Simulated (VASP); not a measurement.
Write the native input for VASP 6.6.1 that does the following.

* Task: single point
* Functional: revPBE
* Potentials or basis: VASP PAW PBE potentials, release 64 (Ge_d)
* Cutoff: 520 eV
* k mesh: 11 × 11 × 10
* Occupations: fermi-dirac, width 0.05 eV
* Spin: no spin polarisation
* Dipole correction: no
* Further INCAR settings: ALGO = Normal; EDIFF = 1e-06; NBANDS = 13

The structure of Ge lies in POSCAR:

```
Ge
1.0
    1.4326382174     -2.5209755517      0.0000000000
    1.4326382174      2.5209755517      0.0000000000
    0.0000000000      0.0000000000      2.7341813703
Ge
1
Direct
    0.5000000000      0.5000000000      0.0000000000
```

These files were run (other wordings do the same):

INCAR

```
  ALGO = Normal
  EDIFF = 1E-6
  ENCUT = 520
  GGA = RE
  ISIF = 2
  ISMEAR = -1
  LASPH = True
  LCHARG = False
  LREAL = False
  LWAVE = False
  NBANDS = 13
  NELM = 100
  PREC = Accurate
  SIGMA = 0.05
```

KPOINTS

```
k-points
0
Gamma
  11 11 10
```

Potentials or basis: VASP PAW PBE potentials, release 64 (Ge_d).

Command:

```bash
$ cat potpaw_PBE.64/Ge_d/POTCAR > POTCAR
$ mpirun -np 1 vasp_std > vasp.out
```

It gave:

```
Pressure               : -0.2 GPa
Band gap on the k mesh : zero (band 7 reaches 12.62 eV, above the bottom of band 8 at 3.98 eV)
```

Caveat: the PAW data sets were made with another functional, which shifts forces and pressure a little.

It took 29 s on 1 thread of AMD EPYC 9R45 (Zen 5) (shared host), peak memory 0.13 GiB.
